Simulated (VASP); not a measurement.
Runs of VASP 6.6.1 on InP. The structure is that of space group Fm-3m (No. 225), or close to it. The cells are those of the table. 

```csv
task,cell,gap on the mesh (eV),pressure (GPa)
single point,"a = 4.064 Å, angles 60.0°, 2 atoms",none,-6.2
electric field gradients,"a = 4.058, b = 4.058, c = 4.038 Å, angles 60.2, 60.2, 59.7°, 2 atoms",none,-5.8
single point,"a = 4.010 Å, angles 60.0°, 2 atoms",none,(b)
single point,"a = 4.051 Å, angles 60.0°, 2 atoms",none,-5.8
single point,"a = 3.955 Å, angles 60.0°, 2 atoms",none,-2.1
single point,"a = 4.024 Å, angles 60.0°, 2 atoms",none,-4.9
electric field gradients,"a = 4.058 Å, angles 59.3°, 2 atoms",none,(a)
```

Alike in all rows: level PBE; potentials or basis VASP PAW PBE potentials, release 64 (In_d, P); no spin polarisation; k mesh 11 × 11 × 11; cutoff (eV) 520; smearing fermi-dirac 0.03 eV.

Problem. Estimate the missing entries.

Solution. (a) -5.4; (b) -4.4.

Caveats: spin-orbit coupling is left out, which moves the levels of the heavy elements; the cell stands under tension (at least some runs).

A k mesh can miss the band edges, and the runs leave out spin-orbit coupling on In.

A gap of «none» marks levels without a gap at the run's occupations.
